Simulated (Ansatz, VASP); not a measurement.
# One calculation of BePd, two programs

```
Be Pd
1.0
     2.81300    0.00000    0.00000
     0.00000    2.81300    0.00000
     0.00000    0.00000    2.81300
Be Pd
1 1
Direct
  0.00000 0.00000 0.00000
  0.50000 0.50000 0.50000
```

Alike in both runs: task single point; functional LDA; k mesh 12 × 12 × 12; occupations fermi-dirac, width 0.08 eV; no spin polarisation.

```csv
,VASP,Ansatz
version,VASP 6.6.1,Ansatz 0.2.0
potentials or method,"VASP PAW LDA potentials, release 64 (Be, Pd), cutoff 520 eV","all-electron LAPW, scalar-relativistic"
```

Ansatz gave:

| Item | Value |
| --- | --- |
| pressure (GPa) | -8.0 |

Problem. What did VASP give for the same quantities?

Solution. Pressure (GPa): -7.4.

LDA's correlation is that of Perdew and Zunger in VASP and of Perdew and Wang (1992) in Ansatz. Ansatz ran all-electron here, and VASP with PAW potentials.
